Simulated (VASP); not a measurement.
Write the native input for VASP 6.6.1 that does the following.

```
Task                   : single point
Functional             : BLYP
Potentials or basis    : VASP PAW PBE potentials, release 64 (Sc_sv)
Cutoff                 : 520 eV
k mesh                 : 9 × 9 × 9
Occupations            : fermi-dirac, width 0.1 eV
Spin                   : no spin polarisation
Dipole correction      : no
Further INCAR settings : ALGO = Normal; EDIFF = 1e-06; NBANDS = 18
```

The structure of Sc lies in POSCAR:

```
Sc
1.0
    0.0000000000      3.3976603448      3.3976603448
    3.3976603448      0.0000000000      3.3976603448
    3.3976603448      3.3976603448      0.0000000000
Sc
2
Direct
    0.1250000000      0.1250000000      0.1250000000
    0.8750000000      0.8750000000      0.8750000000
```

This isn't the form of Sc at room conditions, which is hcp.

One way to write it, as run:

INCAR

```
PREC = Accurate
ENCUT = 520
EDIFF = 1E-6
ISMEAR = -1
SIGMA = 0.1
LREAL = False
LASPH = True
NELM = 60
ALGO = Normal
ISIF = 2
LWAVE = False
LCHARG = False
GGA = B5
ALDAX = 1.0
AGGAX = 1.0
AGGAC = 1.0
ALDAC = 0.0
NBANDS = 18
```

KPOINTS

```
Automatic mesh
0
Gamma
  9 9 9
```

Potentials or basis: VASP PAW PBE potentials, release 64 (Sc_sv).

Command:

```bash
$ cat potpaw_PBE.64/Sc_sv/POTCAR > POTCAR
$ mpirun -np 1 vasp_std > vasp.out
```

It gave:

The pressure is 0.2 GPa and the band gap on the k mesh is zero (bands 11 and 12 overlap by 0.65 eV).

Caveat: the PAW data sets were made with another functional, which shifts forces and pressure a little.

It took 31 s on 1 thread of Intel(R) Xeon(R) 6975P-C (Granite Rapids), on a shared host, peak memory 0.21 GiB.
